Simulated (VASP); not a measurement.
# EuO (Fm-3m) in VASP: notebook, part 2 of 2

VASP 6.6.1. The steps go on from the part before.

## (5) Single point, LDA+U, collinear spin, ferromagnetic start (16.24 Å³/atom)

This run uses another cell than the first one, of 16.24 Å³/atom.

INCAR

```
SYSTEM = EuO
PREC = Accurate
ENCUT = 600
EDIFF = 1E-6
ISMEAR = 0
SIGMA = 0.05
LREAL = .FALSE.
LASPH = .TRUE.
NELM = 200
ALGO = Normal
ISIF = 2
LWAVE = .FALSE.
LCHARG = .FALSE.
ISPIN = 2
MAGMOM = 7.39 -0.08
LORBIT = 11
LMAXMIX = 6
LDAU = .TRUE.
LDAUTYPE = 2
LDAUL = 3 -1
LDAUU = 6 0
LDAUJ = 0 0
LDAUPRINT = 1
GGA = CA
NBANDS = 22
GGA_COMPAT = .FALSE.
```

KPOINTS

```
regular mesh
0
G
  8 8 8
  0 0 0
```

POSCAR

```
EuO
1.0
    0.0000000000      2.5325597322      2.5325597322
    2.5325597322      0.0000000000      2.5325597322
    2.5325597322      2.5325597322      0.0000000000
Eu O
1 1
Direct
    0.5000000000      0.5000000000      0.5000000000
    0.0000000000      0.0000000000      0.0000000000
```

Potentials or basis: VASP PAW PBE potentials, release 64 (Eu, O).

On the command line:

```bash
cat potpaw_PBE.64/Eu/POTCAR potpaw_PBE.64/O/POTCAR > POTCAR
mpirun -np 1 vasp_std > vasp.out
```

OUTCAR:

```text
SYSTEM = EuO
   PREC = Accurate
   ENCUT = 600
   EDIFF = 1E-6
   ISMEAR = 0
   LREAL = .FALSE.
   LASPH = .TRUE.
   NELM = 200
   ISIF = 2
   ISPIN = 2
   LORBIT = 11
   GGA = CA

 ion  position               nearest neighbor table
   1  0.500  0.500  0.500-   2 2.53   2 2.53   2 2.53   2 2.53   2 2.53   2 2.53
   2  0.000  0.000  0.000-   1 2.53   1 2.53   1 2.53   1 2.53   1 2.53   1 2.53

  LATTYP: Found a face centered cubic cell.
 ALAT       =     5.0651194644

  Lattice vectors:

 A1 = (   0.0000000000,   2.5325597322,   2.5325597322)
 A2 = (   2.5325597322,   0.0000000000,   2.5325597322)
 A3 = (   2.5325597322,   2.5325597322,   0.0000000000)

Analysis of symmetry for initial positions (statically):
=====================================================================
 Subroutine PRICEL returns:
 Original cell was already a primitive cell.

 Routine SETGRP: Setting up the symmetry group for a
 face centered cubic supercell.

 Subroutine GETGRP returns: Found 48 space group operations
 (whereof 48 operations were pure point group operations)
 out of a pool of 48 trial point group operations.

The static configuration has the point symmetry O_h .

Analysis of symmetry for dynamics (positions and initial velocities):
=====================================================================
 Subroutine PRICEL returns:
 Original cell was already a primitive cell.

 Routine SETGRP: Setting up the symmetry group for a
 face centered cubic supercell.

 Subroutine GETGRP returns: Found 48 space group operations
 (whereof 48 operations were pure point group operations)
 out of a pool of 48 trial point group operations.

The dynamic configuration has the point symmetry O_h .

Analysis of structural, dynamic, and magnetic symmetry:
=====================================================================
 Subroutine PRICEL returns:
 Original cell was already a primitive cell.

 Routine SETGRP: Setting up the symmetry group for a
 face centered cubic supercell.

[... 165 lines left out ...]
  0.0018 -0.0000  0.0030 -0.0000 -0.0000 -0.0000 -0.0000
 -0.0000 -0.0000 -0.0000  0.0054  0.0000  0.0000  0.0000
  0.0000  0.0000 -0.0000  0.0000  0.0030  0.0000 -0.0018
  0.0000 -0.0000 -0.0000  0.0000  0.0000  0.0016  0.0000
  0.0000 -0.0000 -0.0000  0.0000 -0.0018  0.0000  0.0040

 occupancies and eigenvectors

  o =  0.0001  v =  0.0000  0.0000  0.0000  0.0000  0.0000  0.0000  0.0000 -0.0000  1.0000  0.0000  0.0000 -0.0000  0.0000  0.0000      0.0000  0.0000  0.0000  0.0000  0.0000  0.0000  0.0000  0.0000  0.0000  0.0000  0.0000  0.0000  0.0000  0.0000
  o =  0.0016  v =  0.0000  0.0000  0.0000  0.0000  0.0000  0.0000  0.0000  0.0017  0.0000 -0.0022  0.0000  0.0002 -1.0000  0.0002      0.0000  0.0000  0.0000  0.0000  0.0000  0.0000  0.0000  0.0000  0.0000  0.0000  0.0000  0.0000  0.0000  0.0000
  o =  0.0016  v =  0.0000  0.0000  0.0000  0.0000  0.0000  0.0000  0.0000  0.0070 -0.0000 -0.0090  0.0000 -0.7905 -0.0003 -0.6123      0.0000  0.0000  0.0000  0.0000  0.0000  0.0000  0.0000  0.0000  0.0000  0.0000  0.0000  0.0000  0.0000  0.0000
  o =  0.0016  v =  0.0000  0.0000  0.0000  0.0000  0.0000  0.0000  0.0000 -0.6123 -0.0000  0.7905  0.0000 -0.0090 -0.0027 -0.0070      0.0000  0.0000  0.0000  0.0000  0.0000  0.0000  0.0000  0.0000  0.0000  0.0000  0.0000  0.0000  0.0000  0.0000
  o =  0.0054  v =  0.0000  0.0000  0.0000  0.0000  0.0000  0.0000  0.0000  0.7905  0.0000  0.6123  0.0021 -0.0069 -0.0000  0.0089      0.0000  0.0000  0.0000  0.0000  0.0000  0.0000  0.0000  0.0000  0.0000  0.0000  0.0000  0.0000  0.0000  0.0000
  o =  0.0054  v =  0.0000  0.0000  0.0000  0.0000  0.0000  0.0000  0.0000 -0.0010 -0.0000 -0.0008  0.9977  0.0414  0.0000 -0.0535      0.0000  0.0000  0.0000  0.0000  0.0000  0.0000  0.0000  0.0000  0.0000  0.0000  0.0000  0.0000  0.0000  0.0000
  o =  0.0054  v =  0.0000  0.0000  0.0000  0.0000  0.0000  0.0000  0.0000  0.0090  0.0000  0.0070 -0.0676  0.6109 -0.0000 -0.7887      0.0000  0.0000  0.0000  0.0000  0.0000  0.0000  0.0000  0.0000  0.0000  0.0000  0.0000  0.0000  0.0000  0.0000
  o =  0.9573  v =  0.0000 -1.0000  0.0000 -0.0000  0.0000 -0.0000 -0.0000  0.0000  0.0000  0.0000  0.0000  0.0000  0.0000  0.0000      0.0000  0.0000  0.0000  0.0000  0.0000  0.0000  0.0000  0.0000  0.0000  0.0000  0.0000  0.0000  0.0000  0.0000
  o =  0.9684  v =  0.7905  0.0000  0.6123  0.0031  0.0074 -0.0000 -0.0095  0.0000  0.0000  0.0000  0.0000  0.0000  0.0000  0.0000      0.0000  0.0000  0.0000  0.0000  0.0000  0.0000  0.0000  0.0000  0.0000  0.0000  0.0000  0.0000  0.0000  0.0000
  o =  0.9684  v =  0.0096 -0.0000  0.0075 -0.4356 -0.5512 -0.0000  0.7115  0.0000  0.0000  0.0000  0.0000  0.0000  0.0000  0.0000      0.0000  0.0000  0.0000  0.0000  0.0000  0.0000  0.0000  0.0000  0.0000  0.0000  0.0000  0.0000  0.0000  0.0000
  o =  0.9684  v =  0.0020 -0.0000  0.0015  0.9001 -0.2668 -0.0000  0.3444  0.0000  0.0000  0.0000  0.0000  0.0000  0.0000  0.0000      0.0000  0.0000  0.0000  0.0000  0.0000  0.0000  0.0000  0.0000  0.0000  0.0000  0.0000  0.0000  0.0000  0.0000
  o =  0.9727  v = -0.0030  0.0000  0.0039  0.0000  0.2041 -0.9661  0.1581  0.0000  0.0000  0.0000  0.0000  0.0000  0.0000  0.0000      0.0000  0.0000  0.0000  0.0000  0.0000  0.0000  0.0000  0.0000  0.0000  0.0000  0.0000  0.0000  0.0000  0.0000
  o =  0.9727  v =  0.6122 -0.0000 -0.7904  0.0000  0.0166  0.0006  0.0129  0.0000  0.0000  0.0000  0.0000  0.0000  0.0000  0.0000      0.0000  0.0000  0.0000  0.0000  0.0000  0.0000  0.0000  0.0000  0.0000  0.0000  0.0000  0.0000  0.0000  0.0000
  o =  0.9727  v =  0.0125  0.0000 -0.0162 -0.0000 -0.7636 -0.2582 -0.5915  0.0000  0.0000  0.0000  0.0000  0.0000  0.0000  0.0000      0.0000  0.0000  0.0000  0.0000  0.0000  0.0000  0.0000  0.0000  0.0000  0.0000  0.0000  0.0000  0.0000  0.0000

 number of electron      23.0000000 magnetization       6.9999962

 Free energy of the ion-electron system (eV)
  ---------------------------------------------------
  ext. energy  EPLUGINS =         0.00000000
  ---------------------------------------------------
  free energy    TOTEN  =       -22.14710279 eV

  energy without entropy =      -22.14696280  energy(sigma->0) =      -22.14703280

 E-fermi :   3.6394     XC(G=0): -11.5279

 val. band max:        3.5800287386   @ k =   0.1250   0.1250   0.0000
 cond. band min:       3.6704308920   @ k =   0.0000   0.0000   0.0000
 fundamental gap:      0.0904021534
 Fermi energy:         3.6394121627

 spin component 1

 k-point     1 :       0.0000    0.0000    0.0000
  band No.  band energies     occupation
      1     -35.7755      1.00000
      2     -14.4134      1.00000
      3     -14.4134      1.00000
      4     -14.4134      1.00000
      5     -13.9329      1.00000
      6       0.3858      1.00000
[... 1193 lines left out ...]
     21      15.8012      0.00000
     22      15.9215      0.00000

 [... further k-points ...]
[... 5 lines left out ...]
  --------------------------------------------------------------------------------------
  -------------------------------------------------------------------------------------
  Total       -0.6534361     -0.6534361     -0.6534361      0.0000000      0.0000000      0.0000000
  in kB      -32.2258660    -32.2258660    -32.2258660      0.0000000      0.0000000      0.0000000
  external PRESSURE =     -32.2258660 kB  Pullay stress =       0.0000000 kB

 VOLUME and BASIS-vectors are now :
 -----------------------------------------------------------------------------
  energy-cutoff  :      600.00
  volume of cell :       32.49
      direct lattice vectors                 reciprocal lattice vectors
     0.000000000  2.532559732  2.532559732    -0.197428710  0.197428710  0.197428710
     2.532559732  0.000000000  2.532559732     0.197428710 -0.197428710  0.197428710
     2.532559732  2.532559732  0.000000000     0.197428710  0.197428710 -0.197428710

 POSITION                                       TOTAL-FORCE (eV/Angst)
 -----------------------------------------------------------------------------------
      2.53256      2.53256      2.53256         0.000000     -0.000000     -0.000000
      0.00000      0.00000      0.00000         0.000000      0.000000      0.000000
 -----------------------------------------------------------------------------------
    total drift:                                0.000000     -0.000000      0.000000

  FREE ENERGIE OF THE ION-ELECTRON SYSTEM (eV)
  ---------------------------------------------------
  free  energy   TOTEN  =       -22.1471027918 eV

  energy  without entropy=      -22.1469628043  energy(sigma->0) =      -22.14703280

 total charge

# of ion       s       p       d       f       tot
--------------------------------------------------
    1        2.028   5.744   0.343   6.792  14.907
    2        1.539   3.396   0.000   0.000   4.935
--------------------------------------------------
tot          3.567   9.140   0.343   6.792  19.842

 magnetization (x)

# of ion       s       p       d       f       tot
--------------------------------------------------
    1       -0.009  -0.085   0.078   6.752   6.737
    2       -0.005  -0.081   0.000   0.000  -0.086
--------------------------------------------------
tot         -0.014  -0.166   0.078   6.752   6.651
```

OSZICAR:

```text
N       E                     dE             d eps       ncg     rms          rms(c)
DAV:   1     0.145187705137E+03    0.14519E+03   -0.90404E+03  3530   0.497E+03
DAV:   2     0.219799178676E+01   -0.14299E+03   -0.12229E+03  3480   0.436E+02
DAV:   3    -0.154056017574E+02   -0.17604E+02   -0.17183E+02  3916   0.113E+02
DAV:   4    -0.179013146537E+02   -0.24957E+01   -0.24780E+01  4708   0.272E+01
DAV:   5    -0.179772099844E+02   -0.75895E-01   -0.75784E-01  4026   0.659E+00    0.303E+01
DAV:   6    -0.222747596092E+02   -0.42975E+01   -0.11100E+01  3768   0.588E+01    0.226E+01
DAV:   7    -0.221046107024E+02    0.17015E+00   -0.31041E+00  3624   0.102E+02    0.146E+01
DAV:   8    -0.221493246261E+02   -0.44714E-01   -0.52500E-01  4084   0.705E+00    0.900E+00
DAV:   9    -0.221384621267E+02    0.10862E-01   -0.27569E-02  4574   0.211E+00    0.362E+00
DAV:  10    -0.221475017127E+02   -0.90396E-02   -0.34362E-02  3990   0.371E+00    0.132E+00
DAV:  11    -0.221470175312E+02    0.48418E-03   -0.55336E-03  3462   0.161E+00    0.813E-01
DAV:  12    -0.221470840995E+02   -0.66568E-04   -0.50947E-04  4842   0.283E-01    0.643E-01
DAV:  13    -0.221470942313E+02   -0.10132E-04   -0.10043E-04  4430   0.118E-01    0.344E-01
DAV:  14    -0.221471072626E+02   -0.13031E-04   -0.22262E-05  4244   0.104E-01    0.204E-01
DAV:  15    -0.221471019365E+02    0.53260E-05   -0.30220E-05  3564   0.114E-01    0.344E-02
DAV:  16    -0.221471027918E+02   -0.85522E-06   -0.19737E-06  3260   0.186E-02
   1 F= -.22147103E+02 E0= -.22147033E+02  d E =-.139987E-03  mag=     7.0000
```

Wall time 87 s (1 thread of Intel Xeon 8259CL, shared host); peak memory 0.2 GiB.

Results:

```yaml
Free_energy: -22.1471 eV
Pressure: -3.2 GPa
Band_gap_on_the_k_mesh: zero (filled and empty bands overlap)
Net_moment: 7.00 μB per cell
Site_moments: Eu +6.74; O -0.09 μB
Valence_electrons_inside_the_program's_atomic_spheres: Eu 14.91; O 4.93
```

Levels at points of the mesh, in eV from the Fermi level:
Spin up:
```tsv
k point	band 13	band 14	band 15	band 16	band 17	band 18
(0.00, 0.00, 0.00)	0.03	0.03	0.03	1.01	2.76	2.76
(0.50, 0.00, 0.00)	-0.54	-0.50	-0.49	3.49	5.73	5.73
(0.50, 0.50, 0.00)	-0.50	-0.34	-0.15	-0.15	4.83	7.18
```
Spin down:
| k point | band 4 | band 5 | band 6 | band 7 | band 8 | band 9 | band 10 | band 11 | band 12 | band 13 |
| --- | --- | --- | --- | --- | --- | --- | --- | --- | --- | --- |
| (0.00, 0.00, 0.00) | -15.89 | -15.89 | -2.79 | -2.79 | -2.79 | 1.62 | 3.61 | 3.61 | 3.61 | 6.13 |
| (0.50, 0.00, 0.00) | -16.00 | -14.69 | -5.06 | -4.06 | -4.06 | 3.99 | 6.22 | 6.66 | 6.66 | 8.67 |
| (0.50, 0.50, 0.00) | -16.43 | -16.43 | -2.74 | -2.70 | -2.70 | 0.36 | 5.63 | 7.64 | 8.34 | 9.06 |

Eigenvalues of the final occupation matrices:
| site | spin | trace | eigenvalues |
| --- | --- | --- | --- |
| site 1 f | 1 | 6.78 | 0.96 0.97 0.97 0.97 0.97 0.97 0.97 |
| site 1 f | 2 | 0.02 | 0.00 0.00 0.00 0.00 0.01 0.01 0.01 |

Caveat: the cell stands under tension; the PAW data sets were made with another functional, which shifts forces and pressure a little; spin-orbit coupling is left out, which moves the levels of the heavy elements; a cell with one magnetic atom can't hold antiferromagnetic order, which such compounds often take. The state reached can hang on the start; a lower one may exist.

## (6) Summary

| level | cell | gap on the mesh (eV) | pressure (GPa) | moment (μB) |
| --- | --- | --- | --- | --- |
| PBEsol+U | a = 3.571 Å, angles 60.0°, 2 atoms | none | 1.3 | 7.00 |
| LDA+U | a = 3.572 Å, angles 60.0°, 2 atoms | none | -2.4 | 7.00 |
| PBE+D3(BJ)+U | a = 3.577 Å, angles 60.0°, 2 atoms | none | 3.4 | 7.00 |
| LDA+U | a = 3.582 Å, angles 60.0°, 2 atoms | none | -3.2 | 7.00 |

Alike in all rows: task single point; potentials or basis VASP PAW PBE potentials, release 64 (Eu, O); spin collinear, ferromagnetic start; Eu f U = 6.0 eV; k mesh 8 × 8 × 8; cutoff (eV) 600; smearing gaussian 0.05 eV.

Caveats: spin-orbit coupling is left out, which moves the levels of the heavy elements; a cell with one magnetic atom can't hold antiferromagnetic order, which such compounds often take; the PAW data sets were made with another functional, which shifts forces and pressure a little (at least some runs); the cell stands under pressure (at least some runs); the cell stands under tension (at least some runs).

Absolute energies hang on the potentials; compare differences alone.
